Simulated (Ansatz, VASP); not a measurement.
## Sb2MoC3 in VASP and in Ansatz

INCAR

```
ALGO     = Normal         # electronic algorithm
EDIFF    = 1E-6           # SCF threshold, eV
ENCUT    = 520            # plane-wave cutoff, eV
GGA      = PE             # functional
ISIF     = 2              # what is computed and relaxed
ISMEAR   = 0              # smearing method
ISPIN    = 2              # spin polarisation
LASPH    = T              # aspherical terms in the spheres
LCHARG   = T              # write CHGCAR
LELF     = T              # ELF
LMAXMIX  = 4              # l up to which the mixer works
LORBIT   = 11             # projections on sites
LREAL    = F              # projectors in reciprocal space
LVHAR    = T            
LWAVE    = F              # write WAVECAR
MAGMOM   = 0 0 2.55 -0.14 -0.14 -0.14 # initial moments
NBANDS   = 31             # bands
NELM     = 150            # most SCF steps
PREC     = Accurate       # precision mode
SIGMA    = 0.1            # smearing width, eV
```

Contents of KPOINTS:

```
k-points
0
Gamma
  6 6 12
```

POSCAR

```
Sb2MoC3
1.0
    5.8593775984      0.0000000000      0.0000000000
   -2.9296887992      5.0743698505      0.0000000000
    0.0000000000      0.0000000000      3.0564377865
Sb Mo C
2 1 3
Direct
    0.3333333333      0.6666666667      0.0000000000
    0.6666666667      0.3333333333      0.0000000000
    0.0000000000      0.0000000000      0.0000000000
    0.5000000000      0.0000000000      0.5000000000
    0.5000000000      0.5000000000      0.5000000000
    0.0000000000      0.5000000000      0.5000000000
```

Input for Ansatz:

```yaml
crystal:
  lattice:
    - [5.8593775984, 0.0, 0.0]
    - [-2.9296887992, 5.0743698505, 0.0]
    - [0.0, 0.0, 3.0564377865]
  atoms:
    - { symbol: Sb, position: [0.3333333333, 0.6666666667, 0.0] }
    - { symbol: Sb, position: [0.6666666667, 0.3333333333, 0.0] }
    - { symbol: Mo, position: [0.0, 0.0, 0.0], spin: 2.55 }
    - { symbol: C, position: [0.5, 0.0, 0.5], spin: -0.14 }
    - { symbol: C, position: [0.5, 0.5, 0.5], spin: -0.14 }
    - { symbol: C, position: [0.0, 0.5, 0.5], spin: -0.14 }
basis:
  ecutwfc: 420
kpoints:
  mp_grid: { grid: [6, 6, 12] }
  band_path:
    path:
      - [[0.0, 0.0, 0.0], [0.5, 0.0, 0.0], [0.33333333, 0.33333333, 0.0], [0.0, 0.0, 0.0], [0.0, 0.0, 0.5], [0.5, 0.0, 0.5], [0.33333333, 0.33333333, 0.5], [0.0, 0.0, 0.5]]
      - [[0.5, 0.0, 0.5], [0.5, 0.0, 0.0]]
      - [[0.33333333, 0.33333333, 0.5], [0.33333333, 0.33333333, 0.0]]
    npoints: 14
hamiltonian:
  xc: pbe
scf:
  occupations: { method: gaussian, width: 0.1 }
  n_extra_bands: 15
output:
  forces: true
  stress: true
  eigenvalues: true
  populations: true
  dos: { projected: true, de: 0.02, nscf_kmesh: { grid: [8, 8, 15] } }
  bader: true
  write_density: true
  write_potential: true
  elf: true
  volumetric_format: npy
magnetization:
  spin_polarized: true
checkpoint:
  read: start.run
  write: ck
  compress: false
  write_wavefunctions: false
  write_every: 100000
```

Alike in both runs: task single point; functional PBE; k mesh 6 × 6 × 12; occupations gaussian, width 0.1 eV; collinear spin.

|  | VASP | Ansatz |
| --- | --- | --- |
| version | VASP 6.6.1 | Ansatz 0.2.0 |
| potentials or method | VASP PAW PBE potentials, release 64 (Sb, Mo_sv, C), cutoff 520 eV | scalar-relativistic, plane waves, PAW |
| valence electrons in the cell | 36 | 56 |

VASP gave:

* gap on the k mesh at the Fermi level (eV): none
* pressure (GPa): 0.1
* traceless stress, the component that is largest in VASP (GPa): 0.05
* net moment per atom (μB): 0.38
* size of the moment on the site where the two differ most (μB): 0.09

Problem. Which values does Ansatz return?

Solution. gap on the k mesh at the Fermi level (eV): none; pressure (GPa): 0.0; traceless stress, the component that is largest in VASP (GPa): 0.00; net moment per atom (μB): 0.38; size of the moment on the site where the two differ most (μB): 0.12.

Site moments also hang on the region over which each program counts them. A gap of «none» marks a metal or a gap that the smearing closes. VASP's potentials hold 36 valence electrons a cell and Ansatz's 56, so a difference there can come from the potentials and not from the codes. Ansatz's warnings: stability check not made.

Spin-orbit coupling is off throughout.
